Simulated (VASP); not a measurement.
Wanted: the native input for a VASP 6.6.1 run.

```
Task                   : single point
Functional             : LDA
Potentials or basis    : VASP PAW LDA potentials, release 64 (Si)
Cutoff                 : 520 eV
k mesh                 : 9 × 7 × 3
Occupations            : gaussian, width 0.03 eV
Spin                   : no spin polarisation
Dipole correction      : no
Further INCAR settings : ALGO = Normal; EDIFF = 1e-06; NBANDS = 36
```

The structure of Si lies in POSCAR:

```
Si
1.0
    0.0000000000      0.0000000000     -3.8165079742
   -3.3010168595     -3.3010168595     -1.9082539871
  -12.0088549736     10.9085160204      1.5902116559
Si
12
Direct
    0.8269310402      0.6028805911      0.2365712058
    0.1150109304      0.5068539610      0.8127309861
    0.4709709853      0.5548672761      0.5246510960
    0.4692401656      0.3182623403      0.2365712058
    0.7573200558      0.2222357102      0.8127309861
    0.1132801107      0.2702490253      0.5246510960
    0.0555674318     -0.0085891439      0.0515348635
    0.3436473219     -0.1046157740      0.6276946438
    0.6996073768     -0.0566024589      0.3396147537
    0.2406037741     -0.0702679247      0.4216075481
    0.5965638290     -0.0222546097      0.1335276579
    0.8846437191     -0.1182812397      0.7096874383
```

The input as run:

INCAR

```
ALGO = Normal
EDIFF = 1E-6
ENCUT = 520
GGA = CA
ISIF = 2
ISMEAR = 0
LASPH = T
LCHARG = T
LELF = T
LREAL = F
LVHAR = T
LWAVE = F
NBANDS = 36
NELM = 60
PREC = Accurate
SIGMA = 0.03
```

KPOINTS

```
k-points
0
Gamma
  9 7 3
```

Potentials or basis: VASP PAW LDA potentials, release 64 (Si).

The run is started by

```bash
$ cat potpaw_LDA.64/Si/POTCAR > POTCAR
$ mpirun -np 1 vasp_std > vasp.out
```

Results of the run:

| Property | Result |
| --- | --- |
| Pressure | -1.3 GPa |
| Largest force | 0.715 eV/Å |
| Band gap on the k mesh | zero (band 24 reaches 4.33 eV, above the bottom of band 25 at 3.99 eV) |

Run time: 8.3 min on 1 thread of Intel(R) Xeon(R) 6975P-C (Granite Rapids), with other jobs on the host, peak memory 0.71 GiB.
